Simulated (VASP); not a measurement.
Write the native input for VASP 6.6.1 that does the following.

* Task: relaxation of cell and atoms
* Functional: PBEsol
* Potentials or basis: VASP PAW PBE potentials, release 64 (Zr_sv)
* Cutoff: 600 eV
* k mesh: 16 × 16 × 10
* Occupations: gaussian, width 0.05 eV
* Spin: no spin polarisation
* Target pressure: 14 GPa
* Dipole correction: no
* Further INCAR settings: ALGO = Fast; EDIFF = 1e-07; IBRION = 2; EDIFFG = -0.01; NSW = 80; ISIF = 3

The structure of Zr lies in POSCAR:

```
Zr
1.0
    3.0865292278      0.0000000000      0.0000000000
   -1.5432646139      2.6730127208      0.0000000000
    0.0000000000      0.0000000000      5.0186243388
Zr
2
Direct
    0.3333333333      0.6666666667      0.2500000000
    0.6666666667      0.3333333333      0.7500000000
```

One way to write it, as run:

INCAR

```
SYSTEM = Zr
PREC = Accurate
ENCUT = 600
EDIFF = 1E-7
ISMEAR = 0
SIGMA = 0.05
LREAL = .FALSE.
LASPH = .TRUE.
NELM = 100
ALGO = Fast
ISIF = 3
LWAVE = .FALSE.
LCHARG = .FALSE.
GGA = PS
IBRION = 2
NSW = 80
EDIFFG = -0.01
PSTRESS = 140.0
```

KPOINTS

```
regular mesh
0
G
  16 16 10
  0 0 0
```

Potentials or basis: VASP PAW PBE potentials, release 64 (Zr_sv).

Run with:

```bash
$ cat potpaw_PBE.64/Zr_sv/POTCAR > POTCAR
$ mpirun -np 1 vasp_std > vasp.out
```

It gave:

The relaxed volume is 19.95 Å³/atom. The relaxed cell is a = 3.042 Å, b = 3.042 Å, c = 4.979 Å, α = 90.00°, β = 90.00°, γ = 120.00°. The space group after relaxing (to 0.05 Å) is P6_3/mmc (No. 194), the energy change on relaxing (the enthalpy is what falls) is +53.6 meV/atom and the ionic steps are 6. The pressure after relaxing is 14.0 GPa. The band gap on the k mesh is zero (band 12 reaches 11.72 eV, above the bottom of band 13 at 10.39 eV).

Caveat: the cell is relaxed towards a set pressure, so the enthalpy falls and the energy may rise; the PAW data sets were made with another functional, which shifts forces and pressure a little.

Wall time 13 min on 1 thread of Intel(R) Xeon(R) Platinum 8488C (Sapphire Rapids), on a shared host, peak memory 0.28 GiB.
